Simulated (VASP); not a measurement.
Write the native input for VASP 6.6.1 that does the following.

- Task: single point
- Functional: PBE
- Potentials or basis: VASP PAW PBE potentials, release 64 (Co)
- Cutoff: 520 eV
- k mesh: 5 × 5 × 3
- Occupations: fermi-dirac, width 0.05 eV
- Spin: collinear spin, ferromagnetic start
- Starting moments: [1.69, 1.69] μB
- Dipole correction: no
- Further INCAR settings: ALGO = Normal; EDIFF = 1e-07; NBANDS = 20

The structure of Co lies in POSCAR:

```
Co
1.0
    2.4935221926      0.0000000000      0.0000000000
   -1.2467610963      2.1594535637      0.0000000000
    0.0000000000      0.0000000000      4.0277844638
Co
2
Direct
    0.3333333333      0.6666666667      0.2500000000
    0.6666666667      0.3333333333      0.7500000000
```

One way to write it, as run:

INCAR

```
SYSTEM = Co
ALGO = Normal
EDIFF = 1E-7
ENCUT = 520
GGA = PE
ISIF = 2
ISMEAR = -1
ISPIN = 2
LASPH = .True.
LCHARG = .False.
LMAXMIX = 4
LORBIT = 11
LREAL = .False.
LWAVE = .False.
MAGMOM = 1.69 1.69
NBANDS = 20
NELM = 150
PREC = Accurate
SIGMA = 0.05
```

KPOINTS

```
k-points
0
Gamma
  5 5 3
  0 0 0
```

Potentials or basis: VASP PAW PBE potentials, release 64 (Co).

Launch:

```console
$ cat potpaw_PBE.64/Co/POTCAR > POTCAR
$ mpirun -np 1 vasp_std > vasp.out
```

Results of the run:

| Property | Result |
| --- | --- |
| Pressure | 2.0 GPa |
| Net moment | 3.54 μB per cell |
| Site moments | Co +1.77 μB |
| Valence electrons inside the program's atomic spheres | Co 8.27 |

Caveat: the k points lie up to 0.58 Å⁻¹ apart.

It took 7.3 s on 1 thread of Intel(R) Xeon(R) 6975P-C (Granite Rapids), on a shared host, peak memory 0.14 GiB.
